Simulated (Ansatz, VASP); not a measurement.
**Two plane-wave programs on ZrH3**

File POSCAR:

```
ZrH3
1.0
    3.0485776073      0.0000000000      0.0000000000
    0.0000000000      3.0485776073      0.0000000000
    0.0000000000      0.0000000000      3.0485776073
Zr H
1 3
Direct
    0.0000000000      0.0000000000      0.0000000000
    0.0000000000      0.5000000000      0.5000000000
    0.5000000000      0.0000000000      0.5000000000
    0.5000000000      0.5000000000      0.0000000000
```

File INCAR.step1:

```
  PREC = Accurate
  ENCUT = 520
  ISMEAR = 0
  SIGMA = 0.1
  LREAL = F
  LASPH = T
  NELM = 60
  NBANDS = 16
  GGA = PE
  ALGO = Normal
  EDIFF = 1E-4
  LWAVE = T
  LCHARG = F
```

Contents of INCAR.step2:

```
  PREC = Accurate
  ENCUT = 520
  EDIFF = 1E-6
  ISMEAR = 0
  SIGMA = 0.1
  LREAL = F
  LASPH = T
  NELM = 60
  ALGO = Normal
  ISIF = 2
  LWAVE = F
  LCHARG = T
  METAGGA = R2SCAN
  LMIXTAU = T
  LELF = T
  LVHAR = T
  NBANDS = 16
  ISTART = 1
```

The input KPOINTS:

```
Automatic mesh
0
Gamma
  14 14 14
```

Input for Ansatz:

```yaml
crystal:
  lattice:
    - [3.0485776073, 0.0, 0.0]
    - [0.0, 3.0485776073, 0.0]
    - [0.0, 0.0, 3.0485776073]
  atoms:
    - { symbol: Zr, position: [0.0, 0.0, 0.0] }
    - { symbol: H, position: [0.0, 0.5, 0.5] }
    - { symbol: H, position: [0.5, 0.0, 0.5] }
    - { symbol: H, position: [0.5, 0.5, 0.0] }
basis:
  ecutwfc: 500
kpoints:
  mp_grid: { grid: [14, 14, 14] }
hamiltonian:
  xc: r2scan
scf:
  occupations: { method: gaussian, width: 0.1 }
output:
  forces: true
  stress: true
  eigenvalues: true
```

Alike in both runs: task single point; functional r2SCAN; k mesh 14 × 14 × 14; occupations gaussian, width 0.1 eV; no spin polarisation.

|  | VASP | Ansatz |
| --- | --- | --- |
| version | VASP 6.6.1 | Ansatz 0.2.0 |
| potentials or method | VASP PAW PBE potentials, release 64 (Zr_sv, H), cutoff 520 eV | scalar-relativistic, plane waves, PAW |
| valence electrons in the cell | 15 | 15 |

VASP gave:

```
gap on the k mesh at the Fermi level (eV) : none
pressure (GPa)                            : 9.2
```

Q: Estimate Ansatz's values.

A: gap on the k mesh at the Fermi level (eV): none; pressure (GPa): 9.3.

VASP's potentials were made for PBE, not for r2SCAN. A gap of «none» marks a metal or a gap that the smearing closes.
